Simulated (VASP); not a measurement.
# CaMg (P4/mmm) in VASP: further runs

Runs on CaMg. Level: LDA. Tasks: single point, relaxation of cell and atoms.

All numbers are computed with VASP 6.6.1; they aren't measurements. Logs are shortened: lines on timing, memory, paths and dates and some standing lists are left out, and cuts for length are marked.

### Step 1. The cell of the first run

The structure is tetragonal, space group P4/mmm (No. 123). The conventional cell has a = 3.874 Å, b = 3.874 Å, c = 3.829 Å, α = 90.00°, β = 90.00°, γ = 90.00°. Ca (site symmetry 4/mmm) has 8 Mg at 3.34 Å and 6 Ca at 3.83 to 3.87 Å within 4.4 Å. Within 4.4 Å of Mg (site symmetry 4/mmm) lie 8 Ca at 3.34 Å and 6 Mg at 3.83 to 3.87 Å.

### Step 2. Single point, LDA

INCAR reads:

```
ALGO = Normal
EDIFF = 1E-7
ENCUT = 520
GGA = CA
ISIF = 2
ISMEAR = 0
LASPH = T
LCHARG = T
LELF = T
LREAL = F
LVHAR = T
LWAVE = F
NBANDS = 13
NELM = 100
PREC = Accurate
SIGMA = 0.1
```

KPOINTS reads:

```
k-points
0
Gamma
  10 10 12
```

POSCAR reads:

```
CaMg
1.0
    3.8736556325      0.0000000000      0.0000000000
    0.0000000000      3.8736556325      0.0000000000
    0.0000000000      0.0000000000      3.8291758479
Ca Mg
1 1
Direct
    0.0000000000      0.0000000000      0.5000000000
    0.5000000000      0.5000000000      0.0000000000
```

Potentials or basis: VASP PAW LDA potentials, release 64 (Ca_sv, Mg).

Started as:

```sh
cat potpaw_LDA.64/Ca_sv/POTCAR potpaw_LDA.64/Mg/POTCAR > POTCAR
mpirun -np 1 vasp_std > vasp.out
```

OUTCAR:

```text
EDIFF = 1E-7
   ENCUT = 520
   GGA = CA
   ISIF = 2
   ISMEAR = 0
   LASPH = T
   LREAL = F
   NELM = 100
   PREC = Accurate

 ion  position               nearest neighbor table
   1  0.000  0.000  0.500-   2 3.34   2 3.34   2 3.34   2 3.34   2 3.34   2 3.34   2 3.34   2 3.34

   2  0.500  0.500  0.000-   1 3.34   1 3.34   1 3.34   1 3.34   1 3.34   1 3.34   1 3.34   1 3.34

  LATTYP: Found a simple tetragonal cell.
 ALAT       =     3.8736556325
 C/A-ratio  =     0.9885173622

  Lattice vectors:

 A1 = (   3.8736556325,   0.0000000000,   0.0000000000)
 A2 = (   0.0000000000,   3.8736556325,   0.0000000000)
 A3 = (   0.0000000000,   0.0000000000,   3.8291758479)

Analysis of symmetry for initial positions (statically):
=====================================================================
 Subroutine PRICEL returns:
 Original cell was already a primitive cell.

 Routine SETGRP: Setting up the symmetry group for a
 simple tetragonal supercell.

 Subroutine GETGRP returns: Found 16 space group operations
 (whereof 16 operations were pure point group operations)
 out of a pool of 16 trial point group operations.

The static configuration has the point symmetry D_4h.

Analysis of symmetry for dynamics (positions and initial velocities):
=====================================================================
 Subroutine PRICEL returns:
 Original cell was already a primitive cell.

 Routine SETGRP: Setting up the symmetry group for a
 simple tetragonal supercell.

 Subroutine GETGRP returns: Found 16 space group operations
 (whereof 16 operations were pure point group operations)
 out of a pool of 16 trial point group operations.

The dynamic configuration has the point symmetry D_4h.

 Subroutine INISYM returns: Found 16 space group operations
 (whereof 16 operations are pure point group operations),
 and found     1 'primitive' translations

----------------------------------------------------------------------------------------

                                     Primitive cell

  volume of cell :      57.4576

  direct lattice vectors                    reciprocal lattice vectors
     3.873655632  0.000000000  0.000000000     0.258154078  0.000000000  0.000000000
     0.000000000  3.873655632  0.000000000     0.000000000  0.258154078  0.000000000
     0.000000000  0.000000000  3.829175848     0.000000000  0.000000000  0.261152801

  length of vectors
     3.873655632  3.873655632  3.829175848     0.258154078  0.258154078  0.261152801

  position of ions in fractional coordinates (direct lattice)
     0.000000000  0.000000000  0.500000000
     0.500000000  0.500000000  0.000000000

  ion indices of the primitive-cell ions
   primitive index   ion index
                 1           1
                 2           2

----------------------------------------------------------------------------------------

 KPOINTS: k-points

Automatic generation of k-mesh.
 Grid dimensions read from file:
 generate k-points for:   10   10   12

 Generating k-lattice:

  Cartesian coordinates                     Fractional coordinates (reciprocal lattice)
     0.025815408  0.000000000  0.000000000     0.100000000  0.000000000  0.000000000
     0.000000000  0.025815408  0.000000000     0.000000000  0.100000000  0.000000000
     0.000000000  0.000000000  0.021762733     0.000000000  0.000000000  0.083333333

  Length of vectors
     0.025815408  0.025815408  0.021762733

  Shift w.r.t. Gamma in fractional coordinates (k-lattice)
     0.000000000  0.000000000  0.000000000

 Subroutine IBZKPT returns following result:
 ===========================================

 Found    147 irreducible k-points:

 Following reciprocal coordinates:
            Coordinates               Weight
  0.000000  0.000000  0.000000      1.000000
  0.100000  0.000000  0.000000      4.000000
  0.200000  0.000000  0.000000      4.000000
  0.300000  0.000000  0.000000      4.000000
  0.400000  0.000000  0.000000      4.000000
  0.500000  0.000000  0.000000      2.000000
[... 16 lines left out ...]
  0.100000  0.000000  0.083333      8.000000
  0.200000  0.000000  0.083333      8.000000
 [... further k-points ...]
   k-points           NKPTS =    147   k-points in BZ     NKDIM =    147   number of bands    NBANDS=     13
   number of dos      NEDOS =    301   number of ions     NIONS =      2
   total plane-waves  NPLWV =  25200
   dimension x,y,z NGX =    30 NGY =   30 NGZ =   28
   dimension x,y,z NGXF=    60 NGYF=   60 NGZF=   56
   ions per type =               1   1
   NGX,Y,Z   is equivalent  to a cutoff of  12.88, 12.88, 12.16 a.u.
   NGXF,Y,Z  is equivalent  to a cutoff of  25.75, 25.75, 24.31 a.u.
 SYSTEM =  unknown system
   PREC   = accura    normal or accurate (medium, high low for compatibility)
   ISTART =      0    job   : 0-new  1-cont  2-samecut
   ICHARG =      2    charge: 1-file 2-atom 10-const
   ISPIN  =      1    spin polarized calculation?
   LNONCOLLINEAR =      F non collinear calculations
   LSORBIT =      F    spin-orbit coupling
   LASPH  =      T    aspherical Exc in radial PAW
   ENCUT  =  520.0 eV  38.22 Ry    6.18 a.u.   7.20  7.20  7.12*2*pi/ulx,y,z
   NELM   =    100;   NELMIN=  2; NELMDL= -5     # of ELM steps
   EDIFF  = 0.1E-06   stopping-criterion for ELM
   LREAL  =      F    real-space projection
   EDIFFG = 0.1E-05   stopping-criterion for IOM
   NSW    =      0    number of steps for IOM
   IBRION =     -1    ionic relax: 0-MD 1-quasi-New 2-CG
   NFREE  =      0    steps in history (QN), initial steepest desc. (CG)
   ISIF   =      2    stress and relaxation
   ISYM   =      2    0-nonsym 1-usesym 2-fastsym
   POTIM  = 0.5000    time-step for ionic-motion
   TEBEG  =    0.0;   TEEND  =   0.0 temperature during run
   PSTRESS=    0.0 pullay stress
   NELECT =      12.0000    total number of electrons
   NUPDOWN=      -1.0000    fix difference up-down
   EMIN   =  10.00;   EMAX   =-10.00  energy-range for DOS
   EFERMI =   0.00;   METHOD = LEGACY
   ISMEAR =     0;   SIGMA  =   0.10  broadening in eV -4-tet -1-fermi 0-gaus
   EFERMI_NEDOS =   21; number of points for ismear=-14 and -15
   IALGO  =     38    algorithm
   IMIX   =      4    mixing-type and parameters
     AMIX     =   0.40;   BMIX     =  1.00
     AMIX_MAG =   1.60;   BMIX_MAG =  1.00
  volume/ion in A,a.u.               =      28.73       193.87
  Fermi-wavevector in a.u.,A,eV,Ry     =   0.971299  1.835488 12.836024  0.943421
  Thomas-Fermi vector in A             =   2.101504
   LORBIT       =      0    0 simple, 1 ext, 2 COOP (PROOUT), +10 PAW based schemes
   GGA     = CA    functional components
   LHFCALC =     F    Hartree Fock is set to
   AEXX    =    0.0000 exact exchange contribution
   IVDW    =     0    specifies the selected vdW correction
   LEPSILON=     F    determine dielectric tensor
   LRPA    =     F    only Hartree local field effects (RPA)
 non-spin polarized calculation
 Gauss-broadening in eV      SIGMA  =   0.10
  energy-cutoff  :      520.00
  volume of cell :       57.46
 maximum number of plane-waves:      1568
 NGX is ok and might be reduce to    30
   NGX = 15   NGY = 15   NGZ = 15

 number of electron      12.0000004 magnetization

 Free energy of the ion-electron system (eV)
  ---------------------------------------------------
  ext. energy  EPLUGINS =         0.00000000
  ---------------------------------------------------
  free energy    TOTEN  =        -4.28905664 eV

  energy without entropy =       -4.28205553  energy(sigma->0) =       -4.28555609

 E-fermi :   2.3393     XC(G=0):  -8.6605

 val. band max:        2.3341138755   @ k =   0.5000   0.4000   0.1667
 cond. band min:       2.3444465587   @ k =   0.4000   0.2000   0.5000
 fundamental gap:      0.0103326832
 Fermi energy:         2.3393079997

 k-point     1 :       0.0000    0.0000    0.0000
  band No.  band energies     occupation
      1     -38.4902      2.00000
      2     -19.7705      2.00000
      3     -19.7705      2.00000
      4     -19.7663      2.00000
      5      -2.9692      2.00000
      6       3.2736      0.00000
      7       3.2990      0.00000
      8       6.2539      0.00000
      9       6.3014      0.00000
     10       6.3014      0.00000
     11       6.6124      0.00000
     12       6.6124      0.00000
     13       6.8343      0.00000

 k-point     2 :       0.1000    0.0000    0.0000
  band No.  band energies     occupation
      1     -38.4896      2.00000
      2     -19.7798      2.00000
      3     -19.7697      2.00000
      4     -19.7655      2.00000
      5      -2.8583      2.00000
      6       3.1220      0.00000
      7       3.3515      0.00000
      8       5.8146      0.00000
      9       5.9162      0.00000
     10       6.3185      0.00000
     11       6.3597      0.00000
     12       7.1213      0.00000
     13       7.2901      0.00000

 k-point     3 :       0.2000    0.0000    0.0000
  band No.  band energies     occupation
      1     -38.4881      2.00000
      2     -19.8040      2.00000
      3     -19.7676      2.00000
      4     -19.7634      2.00000
      5      -2.5307      2.00000
      6       2.5601      0.00179
      7       3.5158      0.00000
      8       5.3270      0.00000
      9       5.4386      0.00000
     10       6.1653      0.00000
     11       6.3641      0.00000
     12       7.8255      0.00000
     13       7.9875      0.00000

 k-point     4 :       0.3000    0.0000    0.0000
  band No.  band energies     occupation
      1     -38.4862      2.00000
      2     -19.8338      2.00000
      3     -19.7650      2.00000
      4     -19.7609      2.00000
      5      -2.0014      2.00000
      6       1.6452      2.00000
      7       3.7487      0.00000
      8       4.9511      0.00000
      9       5.0648      0.00000
     10       6.3999      0.00000
     11       6.4220      0.00000
     12       8.5813      0.00000
     13       8.7481      0.00000

 k-point     5 :       0.4000    0.0000    0.0000
  band No.  band energies     occupation
      1     -38.4847      2.00000
      2     -19.8577      2.00000
      3     -19.7629      2.00000
      4     -19.7588      2.00000
      5      -1.2972      2.00000
      6       0.6243      2.00000
      7       3.9710      0.00000
      8       4.7150      0.00000
      9       4.8292      0.00000
     10       6.4701      0.00000
     11       6.8364      0.00000
     12       8.5699      0.00000
     13       9.3548      0.00000
[... 257 lines left out ...]
 k-point    22 :       0.0000    0.0000    0.0833
  band No.  band energies     occupation
      1     -38.4897      2.00000
      2     -19.7735      2.00000
      3     -19.7699      2.00000
      4     -19.7699      2.00000
      5      -2.8903      2.00000
      6       3.2065      0.00000
      7       3.3164      0.00000
      8       5.9310      0.00000
      9       5.9310      0.00000
     10       6.2670      0.00000
     11       6.6013      0.00000
     12       7.0290      0.00000
     13       7.0290      0.00000

 k-point    23 :       0.1000    0.0000    0.0833
  band No.  band energies     occupation
      1     -38.4891      2.00000
      2     -19.7792      2.00000
      3     -19.7727      2.00000
      4     -19.7691      2.00000
      5      -2.7801      2.00000
      6       3.1400      0.00000
      7       3.2978      0.00000
      8       5.5544      0.00000
      9       5.7377      0.00000
     10       6.1897      0.00000
     11       6.6941      0.00000
     12       7.0847      0.00000
     13       7.3876      0.00000

 k-point    24 :       0.2000    0.0000    0.0833
  band No.  band energies     occupation
      1     -38.4876      2.00000
      2     -19.8033      2.00000
      3     -19.7705      2.00000
      4     -19.7670      2.00000
      5      -2.4549      2.00000
      6       2.6074      0.00015
      7       3.4521      0.00000
      8       5.1519      0.00000
      9       5.3312      0.00000
     10       6.2115      0.00000
     11       6.4105      0.00000
     12       7.6914      0.00000
     13       8.0369      0.00000

 [... further k-points ...]
[... 5 lines left out ...]
  --------------------------------------------------------------------------------------
  -------------------------------------------------------------------------------------
  Total       -0.0534806     -0.0534806     -0.0440382      0.0000000      0.0000000      0.0000000
  in kB       -1.4912798     -1.4912798     -1.2279843      0.0000000      0.0000000      0.0000000
  external PRESSURE =      -1.4035146 kB  Pullay stress =       0.0000000 kB

 VOLUME and BASIS-vectors are now :
 -----------------------------------------------------------------------------
  energy-cutoff  :      520.00
  volume of cell :       57.46
      direct lattice vectors                 reciprocal lattice vectors
     3.873655632  0.000000000  0.000000000     0.258154078  0.000000000  0.000000000
     0.000000000  3.873655632  0.000000000     0.000000000  0.258154078  0.000000000
     0.000000000  0.000000000  3.829175848     0.000000000  0.000000000  0.261152801

 POSITION                                       TOTAL-FORCE (eV/Angst)
 -----------------------------------------------------------------------------------
      0.00000      0.00000      1.91459         0.000000      0.000000      0.000000
      1.93683      1.93683      0.00000         0.000000      0.000000      0.000000
 -----------------------------------------------------------------------------------
    total drift:                               -0.000000     -0.000000      0.000000

  FREE ENERGIE OF THE ION-ELECTRON SYSTEM (eV)
  ---------------------------------------------------
  free  energy   TOTEN  =        -4.2890566446 eV

  energy  without entropy=       -4.2820555342  energy(sigma->0) =       -4.28555609
```

Wall time 35 s (1 thread of AMD EPYC 9R45 (Zen 5), shared host); peak memory 0.21 GiB.

What came out:

| Property | Result |
| --- | --- |
| Free energy | -4.2891 eV |
| Pressure | -0.1 GPa |
| Band gap on the k mesh | zero (band 6 reaches 3.27 eV, above the bottom of band 7 at 1.97 eV) |

[end of part 1 of 2]
